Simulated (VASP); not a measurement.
# CdTe (zincblende type) (F-43m) in VASP: a series of runs, part 2 of 2

VASP 6.6.1. The steps go on from the part before.

## Step 3: Relaxation of cell and atoms, r2SCAN

This run uses another cell than the first one, of 30.00 Å³/atom.

Input file POSCAR:

```
CdTe
1.0
    0.0000000000      3.1072325060      3.1072325060
    3.1072325060      0.0000000000      3.1072325060
    3.1072325060      3.1072325060      0.0000000000
Cd Te
1 1
Direct
    0.0000000000      0.0000000000      0.0000000000
    0.2500000000      0.2500000000      0.2500000000
```

Input file INCAR.step1:

```
PREC = Accurate
ENCUT = 600
ISMEAR = -1
SIGMA = 0.1
LREAL = F
LASPH = T
NELM = 60
GGA = PE
ALGO = Normal
EDIFF = 1E-4
LWAVE = T
LCHARG = F
```

Input file INCAR.step2:

```
PREC = Accurate
ENCUT = 600
EDIFF = 1E-6
ISMEAR = -1
SIGMA = 0.1
LREAL = F
LASPH = T
NELM = 60
ALGO = Normal
ISIF = 3
LWAVE = F
LCHARG = F
METAGGA = R2SCAN
LMIXTAU = T
IBRION = 2
NSW = 60
EDIFFG = -0.005
ISTART = 1
```

Input file KPOINTS:

```
regular mesh
0
Gamma
  11 11 11
```

Potentials or basis: VASP PAW PBE potentials, release 64 (Cd, Te).

On the command line:

```console
$ cat potpaw_PBE.64/Cd/POTCAR potpaw_PBE.64/Te/POTCAR > POTCAR
$ cp INCAR.step1 INCAR
$ mpirun -np 1 vasp_std > vasp.out
$ cp INCAR.step2 INCAR
$ mpirun -np 1 vasp_std > vasp.out
```

OUTCAR:

```text
PREC = Accurate
   ENCUT = 600
   EDIFF = 1E-6
   ISMEAR = -1
   LREAL = F
   LASPH = T
   NELM = 60
   ISIF = 3
   METAGGA = R2SCAN
   IBRION = 2
   NSW = 60
   EDIFFG = -0.005
   ISTART = 1

 ion  position               nearest neighbor table
   1  0.000  0.000  0.000-   2 2.69   2 2.69   2 2.69   2 2.69
   2  0.250  0.250  0.250-   1 2.69   1 2.69   1 2.69   1 2.69

  LATTYP: Found a face centered cubic cell.
 ALAT       =     6.2144650120

  Lattice vectors:

 A1 = (   0.0000000000,   3.1072325060,   3.1072325060)
 A2 = (   3.1072325060,   0.0000000000,   3.1072325060)
 A3 = (   3.1072325060,   3.1072325060,   0.0000000000)

Analysis of symmetry for initial positions (statically):
=====================================================================
 Subroutine PRICEL returns:
 Original cell was already a primitive cell.

 Routine SETGRP: Setting up the symmetry group for a
 face centered cubic supercell.

 Subroutine GETGRP returns: Found 24 space group operations
 (whereof 24 operations were pure point group operations)
 out of a pool of 48 trial point group operations.

The static configuration has the point symmetry T_d .

Analysis of symmetry for dynamics (positions and initial velocities):
=====================================================================
 Subroutine PRICEL returns:
 Original cell was already a primitive cell.

 Routine SETGRP: Setting up the symmetry group for a
 face centered cubic supercell.

 Subroutine GETGRP returns: Found 24 space group operations
 (whereof 24 operations were pure point group operations)
 out of a pool of 48 trial point group operations.

The dynamic configuration has the point symmetry T_d .

 Subroutine INISYM returns: Found 24 space group operations
 (whereof 24 operations are pure point group operations),
 and found     1 'primitive' translations

----------------------------------------------------------------------------------------

                                     Primitive cell

[... 133 lines left out ...]
  ---------------------------------------------------
  ext. energy  EPLUGINS =         0.00000000
  ---------------------------------------------------
  free energy    TOTEN  =       -46.37039661 eV

  energy without entropy =      -46.37039405  energy(sigma->0) =      -46.37039533

------------------------ aborting loop because EDIFF is reached ----------------------------------------

  FORCE on cell =-STRESS in cart. coord.  units (eV):
  Direction    XX          YY          ZZ          XY          YZ          ZX
  --------------------------------------------------------------------------------------
  -------------------------------------------------------------------------------------
  Total        3.6028673      3.6028673      3.6028673      0.0000000      0.0000000     -0.0000000
  in kB       96.2072059     96.2072059     96.2072059      0.0000000      0.0000000     -0.0000000
  external PRESSURE =      96.2072059 kB  Pullay stress =       0.0000000 kB
[... 131 lines left out ...]
--------------------------------------- Ionic step        5  -------------------------------------------

 number of electron      18.0000006 magnetization

 Free energy of the ion-electron system (eV)
  ---------------------------------------------------
  ext. energy  EPLUGINS =         0.00000000
  ---------------------------------------------------
  free energy    TOTEN  =       -46.64373495 eV

  energy without entropy =      -46.64369966  energy(sigma->0) =      -46.64371730

 E-fermi :   2.5011     XC(G=0):  -8.9329

 val. band max:        1.7679277752   @ k =   0.0000   0.0000   0.0000
 cond. band min:       2.9195782478   @ k =   0.0000   0.0000   0.0000
 fundamental gap:      1.1516504726
 Fermi energy:         2.5011142503

 k-point     1 :       0.0000    0.0000    0.0000
  band No.  band energies     occupation
      1      -9.5460      2.00000
      2      -6.6728      2.00000
      3      -6.6728      2.00000
      4      -6.6728      2.00000
      5      -6.4168      2.00000
      6      -6.4168      2.00000
      7       1.7679      1.99869
      8       1.7679      1.99869
      9       1.7679      1.99869
     10       2.9196      0.03000
     11       6.8234      0.00000
     12       6.8234      0.00000
     13       6.8234      0.00000
[... 354 lines left out ...]
  band No.  band energies     occupation
      1      -9.2956      2.00000
      2      -6.6285      2.00000
      3      -6.6140      2.00000
      4      -6.4365      2.00000
      5      -6.4254      2.00000
      6      -6.3657      2.00000
      7      -1.0556      2.00000
      8       0.4199      2.00000
      9       1.3709      1.99998
     10       4.8869      0.00000
     11       6.9744      0.00000
     12       7.4834      0.00000
     13       7.6026      0.00000

 [... further k-points ...]

------------------------ aborting loop because EDIFF is reached ----------------------------------------

  FORCE on cell =-STRESS in cart. coord.  units (eV):
  Direction    XX          YY          ZZ          XY          YZ          ZX
  --------------------------------------------------------------------------------------
  -------------------------------------------------------------------------------------
  Total        0.0075769      0.0075769      0.0075769     -0.0000000     -0.0000000      0.0000000
  in kB        0.1718796      0.1718796      0.1718796     -0.0000000     -0.0000000      0.0000000
  external PRESSURE =       0.1718796 kB  Pullay stress =       0.0000000 kB
[... 17 lines left out ...]
  FREE ENERGIE OF THE ION-ELECTRON SYSTEM (eV)
  ---------------------------------------------------
  free  energy   TOTEN  =       -46.6437349462 eV

  energy  without entropy=      -46.6436996610  energy(sigma->0) =      -46.64371730

 reached required accuracy - stopping structural energy minimisation
```

OUTCAR.step1:

```text
PREC = Accurate
   ENCUT = 600
   ISMEAR = -1
   LREAL = F
   LASPH = T
   NELM = 60
[... 602 lines left out ...]
 -----------------------------------------------------------------------------------
      0.00000      0.00000      0.00000         0.000000      0.000000     -0.000000
      1.55362      1.55362      1.55362        -0.000000     -0.000000      0.000000
 -----------------------------------------------------------------------------------
    total drift:                                0.000000      0.000000      0.000000

  FREE ENERGIE OF THE ION-ELECTRON SYSTEM (eV)
  ---------------------------------------------------
  free  energy   TOTEN  =        -4.4623747296 eV

  energy  without entropy=       -4.4623481978  energy(sigma->0) =       -4.46236146
```

OSZICAR.step1:

```text
N       E                     dE             d eps       ncg     rms          rms(c)
DAV:   1     0.113561063239E+03    0.11356E+03   -0.93408E+03  1472   0.137E+03
DAV:   2    -0.369198750219E+00   -0.11393E+03   -0.10955E+03  1606   0.297E+02
DAV:   3    -0.465155250596E+01   -0.42824E+01   -0.42697E+01  1801   0.599E+01
DAV:   4    -0.469248595249E+01   -0.40933E-01   -0.40925E-01  1983   0.518E+00
DAV:   5    -0.469267273755E+01   -0.18679E-03   -0.18678E-03  1771   0.284E-01    0.739E+00
DAV:   6    -0.447872190195E+01    0.21395E+00   -0.46289E-01  1636   0.101E+01    0.574E+00
DAV:   7    -0.446170195854E+01    0.17020E-01   -0.14174E-01  1671   0.295E+00    0.197E+00
DAV:   8    -0.446206141350E+01   -0.35945E-03   -0.13840E-02  1501   0.172E+00    0.609E-01
DAV:   9    -0.446231475290E+01   -0.25334E-03   -0.10204E-03  1646   0.402E-01    0.169E-01
DAV:  10    -0.446237472957E+01   -0.59977E-04   -0.12950E-04  1225   0.116E-01
   1 F= -.44623747E+01 E0= -.44623615E+01  d E =-.265318E-04
```

Wall time 5 min (1 thread of Intel Xeon 6975P-C (Granite Rapids), shared host); peak memory 0.28 GiB.

What came out:

```yaml
Free_energy: -46.6437 eV
Relaxed_volume: 35.31 Å³/atom
Relaxed_cell: a = 4.640 Å, b = 4.640 Å, c = 4.640 Å, α = 60.00°, β = 60.00°, γ = 60.00°
Space_group_after_relaxing_to_0.1_Å: F-43m (No. 216)
Energy_gained_by_relaxing: 136.7 meV/atom
Ionic_steps: 5
Pressure_after_relaxing: 0.0 GPa
Band_gap_on_the_k_mesh: 1.15 eV
```

The path:
| step | energy change (eV) | largest force (eV/Å) | pressure (GPa) | volume (Å³) |
| --- | --- | --- | --- | --- |
| 1 | 0.0000 | 0.0000 | 9.62 | 60.00 |
| 2 | -0.2118 | 0.0000 | -2.84 | 77.04 |
| 3 | -0.2733 | 0.0000 | 0.04 | 70.58 |
| 4 | -0.2733 | 0.0000 | -0.08 | 70.80 |
| 5 | -0.2733 | 0.0000 | 0.02 | 70.63 |

Final structure:
```
CELL_PARAMETERS angstrom
0.00000 3.28082 3.28082
3.28082 0.00000 3.28082
3.28082 3.28082 0.00000
ATOMIC_POSITIONS crystal
Cd 0.00000 0.00000 0.00000
Te 0.25000 0.25000 0.25000
```

Levels at points of the mesh, in eV from the valence-band top:
```tsv
k point	band 6	band 7	band 8	band 9	band 10	band 11	band 12	band 13
(0.00, 0.00, 0.00)	-8.18	0.00	0.00	0.00	1.15	5.06	5.06	5.06
```

Caveat: the volume moved by over 15 % at a fixed basis, so the end points are rough; the PAW data sets were made with another functional, which shifts forces and pressure a little; spin-orbit coupling is left out, which moves the levels of the heavy elements.
